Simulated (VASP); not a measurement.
A run of VASP 6.6.1 is set up as follows.

Contents of INCAR:

```
SYSTEM = P
PREC     = Accurate       ! precision mode
ENCUT    = 520            ! plane-wave cutoff, eV
EDIFF    = 1E-6           ! SCF threshold, eV
ISMEAR   = -1             ! smearing method
SIGMA    = 0.1            ! smearing width, eV
LREAL    = .FALSE.        ! projectors in reciprocal space
LASPH    = .TRUE.         ! aspherical terms in the spheres
NELM     = 80             ! most SCF steps
ALGO     = Normal         ! electronic algorithm
ISIF     = 2              ! what is computed and relaxed
LWAVE    = .FALSE.        ! write WAVECAR
LCHARG   = .FALSE.        ! write CHGCAR
GGA      = B5             ! functional
ALDAX    = 1.0          
AGGAX    = 1.0          
AGGAC    = 1.0          
ALDAC    = 0.0          
NBANDS   = 8              ! bands
```

Contents of KPOINTS:

```
regular mesh
0
G
  16 16 16
  0 0 0
```

The input POSCAR:

```
P
1.0
   -1.6379675660      1.6379675660      1.6379675660
    1.6379675660     -1.6379675660      1.6379675660
    1.6379675660      1.6379675660     -1.6379675660
P
1
Direct
    0.0000000000      0.0000000000      0.0000000000
```

Potentials or basis: VASP PAW PBE potentials, release 64 (P).

The run is started by

```sh
$ cat potpaw_PBE.64/P/POTCAR > POTCAR
$ mpirun -np 1 vasp_std > vasp.out
```

Task: Estimate the pressure.

Result: -4.4 GPa.

Caveat: the PAW data sets were made with another functional, which shifts forces and pressure a little.
